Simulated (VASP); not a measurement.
Here is a VASP 6.6.1 calculation.

INCAR

```
SYSTEM = Ti4Mo
PREC = Accurate
ENCUT = 520
EDIFF = 1E-6
ISMEAR = 0
SIGMA = 0.2
LREAL = .FALSE.
LASPH = .TRUE.
NELM = 80
ALGO = Fast
ISIF = 2
LWAVE = .FALSE.
LCHARG = .FALSE.
GGA = PE
NBANDS = 73
```

File KPOINTS:

```
Automatic mesh
0
G
  6 6 4
  0 0 0
```

Contents of POSCAR:

```
Ti4Mo
1.0
   -2.2901924578      3.9667296961      0.0000000000
    2.2901924578     -1.3222432320     -4.6217082113
   -6.8705773735     -3.9667296961      0.0000000000
Ti Mo
8 2
Direct
    0.4033543578      0.8067087156      0.8011181193
    0.9033543578      0.8067087156      0.3011181193
    0.0966456422      0.1932912844      0.6988818807
    0.5966456422      0.1932912844      0.1988818807
    0.7711288396      0.5422576793      0.5903762799
    0.2711288396      0.5422576793      0.0903762799
    0.7288711604      0.4577423207      0.9096237201
    0.2288711604      0.4577423207      0.4096237201
    0.5000000000      1.0000000000      0.5000000000
    0.0000000000      0.0000000000      0.0000000000
```

Potentials or basis: VASP PAW PBE potentials, release 64 (Ti_sv, Mo_sv).

The run is started by

```sh
$ cat potpaw_PBE.64/Ti_sv/POTCAR potpaw_PBE.64/Mo_sv/POTCAR > POTCAR
$ mpirun -np 1 vasp_std > vasp.out
```

(1) Estimate the band gap on the k mesh.

(2) Predict the largest force.

(3) What does it give for the pressure?

Answers

(1) zero (bands 62 and 63 overlap by 0.54 eV).

(2) 0.103 eV/Å.

(3) 0.0 GPa.
